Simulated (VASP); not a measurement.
# InP (F-43m) in VASP: notebook

Runs on InP. Level: LDA. Tasks: single point.

All numbers are computed with VASP 6.6.1; they aren't measurements. Logs are shortened: lines on timing, memory, paths and dates and some standing lists are left out, and cuts for length are marked.

### Step 1. The cell of the first run

The structure is cubic, space group F-43m (No. 216). The conventional cell has a = 5.543 Å, b = 5.543 Å, c = 5.543 Å, α = 90.00°, β = 90.00°, γ = 90.00°. Within 3.2 Å of In (site symmetry -43m) lie 4 P at 2.40 Å. Within 3.2 Å of P (site symmetry -43m) lie 4 In at 2.40 Å.

### Step 2. Single point, LDA

Input file INCAR:

```
  PREC = Accurate
  ENCUT = 520
  EDIFF = 1E-7
  ISMEAR = 0
  SIGMA = 0.01
  LREAL = False
  LASPH = True
  NELM = 100
  ALGO = Normal
  ISIF = 2
  LWAVE = False
  LCHARG = True
  LELF = True
  LVHAR = True
  NBANDS = 16
```

Input file KPOINTS:

```
regular mesh
0
Gamma
  8 8 8
```

Input file POSCAR:

```
InP
1.0
    0.0000000000      2.7716295362      2.7716295362
    2.7716295362      0.0000000000      2.7716295362
    2.7716295362      2.7716295362      0.0000000000
In P
1 1
Direct
    0.0000000000      0.0000000000      0.0000000000
    0.7500000000      0.7500000000      0.7500000000
```

Potentials or basis: VASP PAW LDA potentials, release 64 (In_d, P).

Command:

```sh
cat potpaw_LDA.64/In_d/POTCAR potpaw_LDA.64/P/POTCAR > POTCAR
mpirun -np 1 vasp_std > vasp.out
```

OUTCAR:

```text
PREC = Accurate
   ENCUT = 520
   EDIFF = 1E-7
   ISMEAR = 0
   LREAL = False
   LASPH = True
   NELM = 100
   ISIF = 2

 ion  position               nearest neighbor table
   1  0.000  0.000  0.000-   2 2.40   2 2.40   2 2.40   2 2.40
   2  0.750  0.750  0.750-   1 2.40   1 2.40   1 2.40   1 2.40

  LATTYP: Found a face centered cubic cell.
 ALAT       =     5.5432590724

  Lattice vectors:

 A1 = (   0.0000000000,   2.7716295362,   2.7716295362)
 A2 = (   2.7716295362,   0.0000000000,   2.7716295362)
 A3 = (   2.7716295362,   2.7716295362,   0.0000000000)

Analysis of symmetry for initial positions (statically):
=====================================================================
 Subroutine PRICEL returns:
 Original cell was already a primitive cell.

 Routine SETGRP: Setting up the symmetry group for a
 face centered cubic supercell.

 Subroutine GETGRP returns: Found 24 space group operations
 (whereof 24 operations were pure point group operations)
 out of a pool of 48 trial point group operations.

The static configuration has the point symmetry T_d .

Analysis of symmetry for dynamics (positions and initial velocities):
=====================================================================
 Subroutine PRICEL returns:
 Original cell was already a primitive cell.

 Routine SETGRP: Setting up the symmetry group for a
 face centered cubic supercell.

 Subroutine GETGRP returns: Found 24 space group operations
 (whereof 24 operations were pure point group operations)
 out of a pool of 48 trial point group operations.

The dynamic configuration has the point symmetry T_d .

 Subroutine INISYM returns: Found 24 space group operations
 (whereof 24 operations are pure point group operations),
 and found     1 'primitive' translations

----------------------------------------------------------------------------------------

                                     Primitive cell

  volume of cell :      42.5829

  direct lattice vectors                    reciprocal lattice vectors
     0.000000000  2.771629536  2.771629536    -0.180399290  0.180399290  0.180399290
     2.771629536  0.000000000  2.771629536     0.180399290 -0.180399290  0.180399290
     2.771629536  2.771629536  0.000000000     0.180399290  0.180399290 -0.180399290

  length of vectors
     3.919676080  3.919676080  3.919676080     0.312460736  0.312460736  0.312460736

  position of ions in fractional coordinates (direct lattice)
     0.000000000  0.000000000  0.000000000
     0.750000000  0.750000000  0.750000000
[... 72 lines left out ...]
   LNONCOLLINEAR =      F non collinear calculations
   LSORBIT =      F    spin-orbit coupling
   LASPH  =      T    aspherical Exc in radial PAW
   ENCUT  =  520.0 eV  38.22 Ry    6.18 a.u.   7.29  7.29  7.29*2*pi/ulx,y,z
   NELM   =    100;   NELMIN=  2; NELMDL= -5     # of ELM steps
   EDIFF  = 0.1E-06   stopping-criterion for ELM
   LREAL  =      F    real-space projection
   EDIFFG = 0.1E-05   stopping-criterion for IOM
   NSW    =      0    number of steps for IOM
   IBRION =     -1    ionic relax: 0-MD 1-quasi-New 2-CG
   NFREE  =      0    steps in history (QN), initial steepest desc. (CG)
   ISIF   =      2    stress and relaxation
   ISYM   =      2    0-nonsym 1-usesym 2-fastsym
   POTIM  = 0.5000    time-step for ionic-motion
   TEBEG  =    0.0;   TEEND  =   0.0 temperature during run
   PSTRESS=    0.0 pullay stress
   NELECT =      18.0000    total number of electrons
   NUPDOWN=      -1.0000    fix difference up-down
   EMIN   =  10.00;   EMAX   =-10.00  energy-range for DOS
   EFERMI =   0.00;   METHOD = LEGACY
   ISMEAR =     0;   SIGMA  =   0.01  broadening in eV -4-tet -1-fermi 0-gaus
   EFERMI_NEDOS =   21; number of points for ismear=-14 and -15
   IALGO  =     38    algorithm
   IMIX   =      4    mixing-type and parameters
     AMIX     =   0.40;   BMIX     =  1.00
     AMIX_MAG =   1.60;   BMIX_MAG =  1.00
  volume/ion in A,a.u.               =      21.29       143.68
  Fermi-wavevector in a.u.,A,eV,Ry     =   1.228628  2.321771 20.538366  1.509527
  Thomas-Fermi vector in A             =   2.363546
   LORBIT       =      0    0 simple, 1 ext, 2 COOP (PROOUT), +10 PAW based schemes
   GGA     = CA    functional components
   LHFCALC =     F    Hartree Fock is set to
   AEXX    =    0.0000 exact exchange contribution
   IVDW    =     0    specifies the selected vdW correction
   LEPSILON=     F    determine dielectric tensor
   LRPA    =     F    only Hartree local field effects (RPA)
 non-spin polarized calculation
 Gauss-broadening in eV      SIGMA  =   0.01
  energy-cutoff  :      520.00
  volume of cell :       42.58
 maximum number of plane-waves:      1162
 NGX is ok and might be reduce to    30
   NGX = 15   NGY = 15   NGZ = 15

 number of electron      18.0000008 magnetization

 Free energy of the ion-electron system (eV)
  ---------------------------------------------------
  ext. energy  EPLUGINS =         0.00000000
  ---------------------------------------------------
  free energy    TOTEN  =        -9.38778095 eV

  energy without entropy =       -9.38778095  energy(sigma->0) =       -9.38778095

 E-fermi :   7.1787     XC(G=0): -10.3518

 val. band max:        7.0554513766   @ k =   0.0000   0.0000   0.0000
 cond. band min:       8.3332322741   @ k =   0.5000   0.5000   0.0000
 fundamental gap:      1.2777808975
 Fermi energy:         7.1786855091

 k-point     1 :       0.0000    0.0000    0.0000
  band No.  band energies     occupation
      1      -7.6239      2.00000
      2      -7.6239      2.00000
      3      -7.6239      2.00000
      4      -7.3646      2.00000
      5      -7.3646      2.00000
      6      -5.7882      2.00000
[... 433 lines left out ...]
      3      -7.5051      2.00000
      4      -7.3784      2.00000
      5      -7.3425      2.00000
      6      -2.9809      2.00000
[... 8 lines left out ...]
     15      17.9981      0.00000
     16      18.9586      0.00000

 [... further k-points ...]
[... 5 lines left out ...]
  --------------------------------------------------------------------------------------
  -------------------------------------------------------------------------------------
  Total        3.9905835      3.9905835      3.9905835      0.0000000     -0.0000000      0.0000000
  in kB      150.1451974    150.1451974    150.1451974      0.0000000     -0.0000000      0.0000000
  external PRESSURE =     150.1451974 kB  Pullay stress =       0.0000000 kB

 VOLUME and BASIS-vectors are now :
 -----------------------------------------------------------------------------
  energy-cutoff  :      520.00
  volume of cell :       42.58
      direct lattice vectors                 reciprocal lattice vectors
     0.000000000  2.771629536  2.771629536    -0.180399290  0.180399290  0.180399290
     2.771629536  0.000000000  2.771629536     0.180399290 -0.180399290  0.180399290
     2.771629536  2.771629536  0.000000000     0.180399290  0.180399290 -0.180399290

 POSITION                                       TOTAL-FORCE (eV/Angst)
 -----------------------------------------------------------------------------------
      0.00000      0.00000      0.00000        -0.000000     -0.000000     -0.000000
      4.15744      4.15744      4.15744         0.000000      0.000000      0.000000
 -----------------------------------------------------------------------------------
    total drift:                                0.000000      0.000000      0.000000

  FREE ENERGIE OF THE ION-ELECTRON SYSTEM (eV)
  ---------------------------------------------------
  free  energy   TOTEN  =        -9.3877809542 eV

  energy  without entropy=       -9.3877809542  energy(sigma->0) =       -9.38778095
```

stdout:

```text
POSCAR found type information on POSCAR InP
 POSCAR found :  2 types and       2 ions
 scaLAPACK will be used
 LDA part: xc-table for (Slater(with rela. corr.)+CA(PZ))
 , standard interpolation
 POSCAR, INCAR and KPOINTS ok, starting setup
 FFT: planning ... GRIDC
 FFT: planning ... GRID_SOFT
 FFT: planning ... GRID
 WAVECAR not read
 entering main loop
```

Wall time 34 s (1 thread of AMD EPYC, shared host); peak memory 0.13 GiB.

What came out:

* Free energy: -9.3878 eV
* Pressure: 15.0 GPa
* Band gap on the k mesh: 1.28 eV, indirect (least direct gap 1.39 eV)

Levels at points of the mesh, in eV from the valence-band top:
```tsv
k point	band 5	band 6	band 7	band 8	band 9	band 10	band 11	band 12	band 13	band 14
(0.00, 0.00, 0.00)	-14.42	-12.84	0.00	0.00	0.00	1.39	3.90	3.90	3.90	9.11
(0.50, 0.00, 0.00)	-14.40	-10.46	-6.85	-1.27	-1.27	1.71	4.67	4.67	7.11	10.10
(0.50, 0.50, 0.00)	-14.36	-9.59	-6.68	-3.00	-3.00	1.28	2.02	10.11	10.54	10.54
```

Caveat: spin-orbit coupling is left out, which moves the levels of the heavy elements. A k mesh can miss the band edges.

### Step 3. Single point, LDA

This run uses another cell than the first one, of 22.17 Å³/atom, 1.041 times its volume.

Input file INCAR:

```
ALGO = Normal
EDIFF = 1E-6
ENCUT = 520
GGA = CA
ISIF = 2
ISMEAR = 0
LASPH = True
LCHARG = False
LREAL = False
LWAVE = False
NBANDS = 16
NELM = 60
PREC = Accurate
SIGMA = 0.01
```

Input file KPOINTS:

```
k-points
0
Gamma
  8 8 8
```

Input file POSCAR:

```
InP
1.0
    0.0000000000      2.8091783192      2.8091783192
    2.8091783192      0.0000000000      2.8091783192
    2.8091783192      2.8091783192      0.0000000000
In P
1 1
Direct
    0.0000000000      0.0000000000      0.0000000000
    0.7500000000      0.7500000000      0.7500000000
```

Potentials or basis: VASP PAW LDA potentials, release 64 (In_d, P).

Command:

```sh
cat potpaw_LDA.64/In_d/POTCAR potpaw_LDA.64/P/POTCAR > POTCAR
mpirun -np 1 vasp_std > vasp.out
```

Wall time 32 s (1 thread of AMD EPYC, shared host); peak memory 0.12 GiB.

It converged, with:

| Property | Result |
| --- | --- |
| Free energy | -9.5249 eV |
| Pressure | 10.0 GPa |
| Band gap on the k mesh | 1.19 eV, direct |

Levels at points of the mesh, in eV from the valence-band top:
```
           k point  band 6  band 7  band 8  band 9  band 10  band 11  band 12  band 13
(0.00, 0.00, 0.00)  -12.50    0.00    0.00    0.00     1.19     3.92     3.92     3.92
(0.50, 0.00, 0.00)  -10.28   -6.58   -1.20   -1.20     1.62     4.69     4.69     7.08
(0.50, 0.50, 0.00)   -9.47   -6.46   -2.83   -2.83     1.36     2.06     9.83    10.28
```

Caveat: spin-orbit coupling is left out, which moves the levels of the heavy elements. A k mesh can miss the band edges.
